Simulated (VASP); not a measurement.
Input of a VASP 6.6.1 run:

Contents of INCAR:

```
SYSTEM = ZrS
PREC = Accurate
ENCUT = 520
EDIFF = 1E-7
ISMEAR = 0
SIGMA = 0.15
LREAL = .False.
LASPH = .True.
NELM = 100
ALGO = Normal
ISIF = 2
LWAVE = .False.
LCHARG = .True.
GGA = PS
LELF = .True.
LVHAR = .True.
NBANDS = 16
```

Contents of KPOINTS:

```
Automatic mesh
0
Gamma
  22 22 22
  0 0 0
```

File POSCAR:

```
ZrS
1.0
    0.0000000000      2.3013743686      3.2541433572
    2.3013743686      0.0000000000      3.2541433572
    2.3013743686      2.3013743686      0.0000000000
Zr S
1 1
Direct
    0.0000000000      0.0000000000      0.0000000000
    0.5000000000      0.5000000000      0.5000000000
```

Potentials or basis: VASP PAW PBE potentials, release 64 (Zr_sv, S).

Run with:

```console
$ cat potpaw_PBE.64/Zr_sv/POTCAR potpaw_PBE.64/S/POTCAR > POTCAR
$ mpirun -np 1 vasp_std > vasp.out
```

Task: What does it give for the band gap on the k mesh?

Result: Zero (band 9 reaches 12.38 eV, above the bottom of band 10 at 8.05 eV).

Task: Predict the pressure.

Result: 38.0 GPa.

Stress tensor (GPa, compression positive):
```
 63.39   0.00   0.00
  0.00  63.39   0.00
  0.00   0.00 -12.74
```

Caveat: the PAW data sets were made with another functional, which shifts forces and pressure a little.
